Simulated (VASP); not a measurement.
# Al3Cu2 in VASP: single point with PBEsol

Aim: the single point of Al3Cu2 with PBEsol.

All numbers are computed with VASP 6.6.1; they aren't measurements. Logs are shortened: lines on timing, memory, paths and dates and some standing lists are left out, and cuts for length are marked.

### 1 The cell of the first run

The typed cell holds 5 atoms: a = 4.099 Å, b = 4.099 Å, c = 4.983 Å, α = 90.00°, β = 90.01°, γ = 120.00°.

### 2 Single point, PBEsol

Contents of INCAR:

```
PREC = Accurate
ENCUT = 520
EDIFF = 1E-7
ISMEAR = 0
SIGMA = 0.15
LREAL = F
LASPH = T
NELM = 80
ALGO = Fast
ISIF = 2
LWAVE = F
LCHARG = F
GGA = PS
NBANDS = 24
```

Contents of KPOINTS:

```
Automatic mesh
0
Gamma
  12 12 8
```

Contents of POSCAR:

```
Al3Cu2
1.0
    4.0986269441      0.0001880411     -0.0001837770
   -2.0491521721      3.5494685644      0.0001737150
   -0.0002204138      0.0001121965      4.9825463322
Al Cu
3 2
Direct
    0.0000003516      0.0000003976      0.0000002902
    0.3333249863      0.6666774964      0.3514612806
    0.6666755281      0.3333220030      0.6485391423
    0.3333174459      0.6666445705      0.8423181738
    0.6666816882      0.3333555326      0.1576811132
```

Potentials or basis: VASP PAW PBE potentials, release 64 (Al, Cu).

Launch:

```sh
> cat potpaw_PBE.64/Al/POTCAR potpaw_PBE.64/Cu/POTCAR > POTCAR
> mpirun -np 1 vasp_std > vasp.out
```

OUTCAR:

```text
PREC = Accurate
   ENCUT = 520
   EDIFF = 1E-7
   ISMEAR = 0
   LREAL = F
   LASPH = T
   NELM = 80
   ISIF = 2
   GGA = PS

 ion  position               nearest neighbor table
   1  0.000  0.000  0.000-   4 2.49   5 2.49   4 2.49   5 2.49   5 2.49   4 2.49   3 2.94   2 2.94
                             2 2.94   3 2.94   3 2.94   2 2.94
   2  0.333  0.667  0.351-   4 2.45   4 2.54   5 2.56   5 2.56   5 2.56   3 2.79   3 2.79   3 2.79
                             1 2.94   1 2.94   1 2.94
   3  0.667  0.333  0.649-   5 2.45   5 2.54   4 2.56   4 2.56   4 2.56   2 2.79   2 2.79   2 2.79
                             1 2.94   1 2.94   1 2.94
   4  0.333  0.667  0.842-   2 2.45   1 2.49   1 2.49   1 2.49   2 2.54   3 2.56   3 2.56   3 2.56

   5  0.667  0.333  0.158-   3 2.45   1 2.49   1 2.49   1 2.49   3 2.54   2 2.56   2 2.56   2 2.56

  LATTYP: Found a base centered monoclinic cell.
 ALAT       =    21.1560060668
 B/A-ratio  =     0.1937430992
 C/A-ratio  =     0.2355145070
 COS(beta)  =    -0.9420244972

  Lattice vectors:

 A1 = (  -2.0487113445,   3.5492441714,  -9.9649189494)
 A2 = (  -4.0981861165,  -0.0004124341,  -9.9649088874)
 A3 = (  -0.0002204138,   0.0001121965,   4.9825463322)

Analysis of symmetry for initial positions (statically):
=====================================================================
 Subroutine PRICEL returns:
 Original cell was already a primitive cell.

 Routine SETGRP: Setting up the symmetry group for a
 base centered monoclinic supercell.

 Subroutine GETGRP returns: Found  2 space group operations
 (whereof  2 operations were pure point group operations)
 out of a pool of  4 trial point group operations.

The static configuration has the point symmetry S_2 .

Analysis of symmetry for dynamics (positions and initial velocities):
=====================================================================
 Subroutine PRICEL returns:
 Original cell was already a primitive cell.

 Routine SETGRP: Setting up the symmetry group for a
 base centered monoclinic supercell.

 Subroutine GETGRP returns: Found  2 space group operations
 (whereof  2 operations were pure point group operations)
 out of a pool of  4 trial point group operations.

The dynamic configuration has the point symmetry S_2 .

 Subroutine INISYM returns: Found  2 space group operations
 (whereof  2 operations are pure point group operations),
 and found     1 'primitive' translations

----------------------------------------------------------------------------------------

                                     Primitive cell

  volume of cell :      72.4877

  direct lattice vectors                    reciprocal lattice vectors
     4.098626944  0.000188041 -0.000183777     0.243977686  0.140851340  0.000007621
    -2.049152172  3.549468564  0.000173715    -0.000012926  0.281724854 -0.000006344
    -0.000220414  0.000112197  4.982546332     0.000008999 -0.000004627  0.200700593

  length of vectors
     4.098626953  4.098506038  4.982546338     0.281716544  0.281724855  0.200700593

  position of ions in fractional coordinates (direct lattice)
     0.000000352  0.000000398  0.000000290
     0.333324986  0.666677496  0.351461281
     0.666675528  0.333322003  0.648539142
     0.333317446  0.666644570  0.842318174
     0.666681688  0.333355533  0.157681113

  ion indices of the primitive-cell ions
   primitive index   ion index
                 1           1
                 2           2
                 3           3
                 4           4
                 5           5

----------------------------------------------------------------------------------------

 KPOINTS: Automatic mesh

Automatic generation of k-mesh.
 Grid dimensions read from file:
 generate k-points for:   12   12    8

 Generating k-lattice:

  Cartesian coordinates                     Fractional coordinates (reciprocal lattice)
     0.020331474  0.011737612  0.000000635     0.083333333 -0.000000000 -0.000000000
    -0.000001077  0.023477071 -0.000000529     0.000000000  0.083333333  0.000000000
     0.000001125 -0.000000578  0.025087574     0.000000000  0.000000000  0.125000000

  Length of vectors
     0.023476379  0.023477071  0.025087574

  Shift w.r.t. Gamma in fractional coordinates (k-lattice)
     0.000000000  0.000000000  0.000000000

 Subroutine IBZKPT returns following result:
 ===========================================

 Found    580 irreducible k-points:

 Following reciprocal coordinates:
            Coordinates               Weight
  0.000000  0.000000  0.000000      1.000000
  0.083333 -0.000000 -0.000000      2.000000
 -0.000000 -0.083333  0.000000      2.000000
  0.166667  0.000000 -0.000000      2.000000
 -0.000000 -0.166667  0.000000      2.000000
  0.250000  0.000000  0.000000      2.000000
[... 16 lines left out ...]
  0.500000  0.083333 -0.000000      2.000000
 -0.083333  0.500000  0.000000      2.000000
 [... further k-points ...]
   k-points           NKPTS =    580   k-points in BZ     NKDIM =    580   number of bands    NBANDS=     24
   number of dos      NEDOS =    301   number of ions     NIONS =      5
   total plane-waves  NPLWV =  36000
   dimension x,y,z NGX =    30 NGY =   30 NGZ =   40
   dimension x,y,z NGXF=    60 NGYF=   60 NGZF=   80
   ions per type =               3   2
   NGX,Y,Z   is equivalent  to a cutoff of  12.17, 12.17, 13.35 a.u.
   NGXF,Y,Z  is equivalent  to a cutoff of  24.34, 24.34, 26.69 a.u.
 SYSTEM =  unknown system
   PREC   = accura    normal or accurate (medium, high low for compatibility)
   ISTART =      0    job   : 0-new  1-cont  2-samecut
   ICHARG =      2    charge: 1-file 2-atom 10-const
   ISPIN  =      1    spin polarized calculation?
   LNONCOLLINEAR =      F non collinear calculations
   LSORBIT =      F    spin-orbit coupling
   LASPH  =      T    aspherical Exc in radial PAW
   ENCUT  =  520.0 eV  38.22 Ry    6.18 a.u.   7.62  7.62  9.26*2*pi/ulx,y,z
   NELM   =     80;   NELMIN=  2; NELMDL= -5     # of ELM steps
   EDIFF  = 0.1E-06   stopping-criterion for ELM
   LREAL  =      F    real-space projection
   EDIFFG = 0.1E-05   stopping-criterion for IOM
   NSW    =      0    number of steps for IOM
   IBRION =     -1    ionic relax: 0-MD 1-quasi-New 2-CG
   NFREE  =      0    steps in history (QN), initial steepest desc. (CG)
   ISIF   =      2    stress and relaxation
   ISYM   =      2    0-nonsym 1-usesym 2-fastsym
   POTIM  = 0.5000    time-step for ionic-motion
   TEBEG  =    0.0;   TEEND  =   0.0 temperature during run
   PSTRESS=    0.0 pullay stress
   NELECT =      31.0000    total number of electrons
   NUPDOWN=      -1.0000    fix difference up-down
   EMIN   =  10.00;   EMAX   =-10.00  energy-range for DOS
   EFERMI =   0.00;   METHOD = LEGACY
   ISMEAR =     0;   SIGMA  =   0.15  broadening in eV -4-tet -1-fermi 0-gaus
   EFERMI_NEDOS =   21; number of points for ismear=-14 and -15
   IALGO  =     68    algorithm
   IMIX   =      4    mixing-type and parameters
     AMIX     =   0.40;   BMIX     =  1.00
     AMIX_MAG =   1.60;   BMIX_MAG =  1.00
  volume/ion in A,a.u.               =      14.50        97.83
  Fermi-wavevector in a.u.,A,eV,Ry     =   1.233409  2.330806 20.698521  1.521298
  Thomas-Fermi vector in A             =   2.368141
   LORBIT       =      0    0 simple, 1 ext, 2 COOP (PROOUT), +10 PAW based schemes
   GGA     = PS    functional components
   LHFCALC =     F    Hartree Fock is set to
   AEXX    =    0.0000 exact exchange contribution
   IVDW    =     0    specifies the selected vdW correction
   LEPSILON=     F    determine dielectric tensor
   LRPA    =     F    only Hartree local field effects (RPA)
 non-spin polarized calculation
 RMM-DIIS sequential band-by-band and
 Gauss-broadening in eV      SIGMA  =   0.15
  energy-cutoff  :      520.00
  volume of cell :       72.49
 maximum number of plane-waves:      1986
   NGX = 15   NGY = 15   NGZ = 19

 number of electron      30.9999980 magnetization

 Free energy of the ion-electron system (eV)
  ---------------------------------------------------
  ext. energy  EPLUGINS =         0.00000000
  ---------------------------------------------------
  free energy    TOTEN  =       -21.72342465 eV

  energy without entropy =      -21.70833045  energy(sigma->0) =      -21.71587755

 E-fermi :   8.3034     XC(G=0): -11.0666

 val. band max:        8.2808618909   @ k =  -0.3333   0.1667  -0.2500
 cond. band min:       8.3110109168   @ k =  -0.4167   0.0833  -0.0000
 fundamental gap:      0.0301490259
 Fermi energy:         8.3033960767

 k-point     1 :       0.0000    0.0000    0.0000
  band No.  band energies     occupation
      1      -2.9641      2.00000
      2       1.8748      2.00000
      3       2.3947      2.00000
      4       2.9354      2.00000
      5       2.9355      2.00000
      6       3.2917      2.00000
[... 16 lines left out ...]
     23      14.1096      0.00000
     24      14.1103      0.00000

 k-point     2 :       0.0833   -0.0000   -0.0000
  band No.  band energies     occupation
      1      -2.8817      2.00000
      2       1.9161      2.00000
      3       2.3879      2.00000
      4       2.9548      2.00000
      5       2.9609      2.00000
      6       3.2747      2.00000
[... 16 lines left out ...]
     23      13.8552      0.00000
     24      13.8628      0.00000

 k-point     3 :      -0.0000   -0.0833    0.0000
  band No.  band energies     occupation
      1      -2.8817      2.00000
      2       1.9161      2.00000
      3       2.3879      2.00000
      4       2.9548      2.00000
      5       2.9609      2.00000
      6       3.2748      2.00000
[... 16 lines left out ...]
     23      13.8549      0.00000
     24      13.8626      0.00000
[... 514 lines left out ...]
 k-point    23 :       0.5000    0.0833   -0.0000
  band No.  band energies     occupation
      1      -0.5624      2.00000
      2       0.4697      2.00000
      3       2.1524      2.00000
      4       3.0252      2.00000
      5       3.2900      2.00000
      6       3.3108      2.00000
[... 16 lines left out ...]
     23      15.5556      0.00000
     24      17.1869      0.00000

 k-point    24 :      -0.0833    0.5000    0.0000
  band No.  band energies     occupation
      1      -0.5623      2.00000
      2       0.4700      2.00000
      3       2.1523      2.00000
      4       3.0253      2.00000
      5       3.2900      2.00000
      6       3.3108      2.00000
[... 16 lines left out ...]
     23      15.5555      0.00000
     24      17.1876      0.00000

 [... further k-points ...]

------------------------ aborting loop because EDIFF is reached ----------------------------------------

  FORCE on cell =-STRESS in cart. coord.  units (eV):
  Direction    XX          YY          ZZ          XY          YZ          ZX
  --------------------------------------------------------------------------------------
  -------------------------------------------------------------------------------------
  Total        0.3095461      0.3105857      0.3216094     -0.0017658     -0.0007504      0.0011597
  in kB        6.8418153      6.8647929      7.1084464     -0.0390293     -0.0165858      0.0256322
  external PRESSURE =       6.9383515 kB  Pullay stress =       0.0000000 kB

 VOLUME and BASIS-vectors are now :
 -----------------------------------------------------------------------------
  energy-cutoff  :      520.00
  volume of cell :       72.49
      direct lattice vectors                 reciprocal lattice vectors
     4.098626944  0.000188041 -0.000183777     0.243977686  0.140851340  0.000007621
    -2.049152172  3.549468564  0.000173715    -0.000012926  0.281724854 -0.000006344
    -0.000220414  0.000112197  4.982546332     0.000008999 -0.000004627  0.200700593

 POSITION                                       TOTAL-FORCE (eV/Angst)
 -----------------------------------------------------------------------------------
      0.00000      0.00000      0.00000         0.000000     -0.000000     -0.000000
     -0.00003      2.36645      1.75123         0.000152     -0.000002      0.004795
      2.04928      1.18331      3.23131        -0.000152      0.000002     -0.004795
     -0.00010      2.36639      4.19694         0.000502      0.000244     -0.000733
      2.04935      1.18338      0.78559        -0.000502     -0.000244      0.000733
 -----------------------------------------------------------------------------------
    total drift:                                0.001088      0.000042      0.001176

  FREE ENERGIE OF THE ION-ELECTRON SYSTEM (eV)
  ---------------------------------------------------
  free  energy   TOTEN  =       -21.7234246508 eV

  energy  without entropy=      -21.7083304535  energy(sigma->0) =      -21.71587755
```

It took 11 min on 1 thread of Intel Xeon 6975P-C (Granite Rapids), shared host; peak memory 0.86 GiB.

What came out:

| Item | Value |
| --- | --- |
| Free energy | -21.7234 eV |
| Pressure | 0.7 GPa |
| Largest force | 0.005 eV/Å |
| Band gap on the k mesh | zero (an odd number of electrons rules out a gap without spin polarisation) |

Forces on the atoms (eV/Å):
```
Al   0.000  0.000  0.000
Al   0.000  0.000  0.005
Al   0.000  0.000 -0.005
Cu   0.001  0.000 -0.001
Cu  -0.001  0.000  0.001
```

Caveat: the PAW data sets were made with another functional, which shifts forces and pressure a little.

The gap in the log of VASP goes by the Fermi energy; the results here count the filled bands.